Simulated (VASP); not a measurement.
Wanted: the native input for a VASP 6.6.1 run.

| Property | Result |
| --- | --- |
| Task | single point |
| Functional | PBEsol |
| Potentials or basis | VASP PAW PBE potentials, release 64 (Ag) |
| Cutoff | 500 eV |
| k mesh | 6 × 6 × 6 |
| Occupations | methfessel-paxton, width 0.05 eV |
| Spin | no spin polarisation |
| Dipole correction | no |
| Further INCAR settings | ALGO = Normal; EDIFF = 1e-06; NBANDS = 12 |

The structure of Ag lies in POSCAR:

```
Ag
1.0
    4.0084280000      0.0000000000      0.0000000000
    0.0000000000      4.0084280000      0.0000000000
    0.0000000000      0.0000000000      4.0084280000
Ag
1
Direct
    0.5000000000      0.5000000000      0.5000000000
```

One way to write it, as run:

INCAR

```
SYSTEM = Ag
PREC = Accurate ; ENCUT = 500
EDIFF = 1E-6 ; ISMEAR = 1
SIGMA = 0.05 ; LREAL = .False.
LASPH = .True. ; NELM = 120
ALGO = Normal ; ISIF = 2
LWAVE = .False. ; LCHARG = .False.
GGA = PS ; NBANDS = 12
GGA_COMPAT = .False.
```

KPOINTS

```
Automatic mesh
0
Gamma
  6 6 6
  0 0 0
```

Potentials or basis: VASP PAW PBE potentials, release 64 (Ag).

The run is started by

```console
$ cat potpaw_PBE.64/Ag/POTCAR > POTCAR
$ mpirun -np 1 vasp_std > vasp.out
```

Results of the run:

```yaml
Pressure: -3.2 GPa
```

Caveat: the PAW data sets were made with another functional, which shifts forces and pressure a little.

It took 17 s on 1 thread of Intel Xeon 8259CL, with other jobs on the host, peak memory 0.16 GiB.
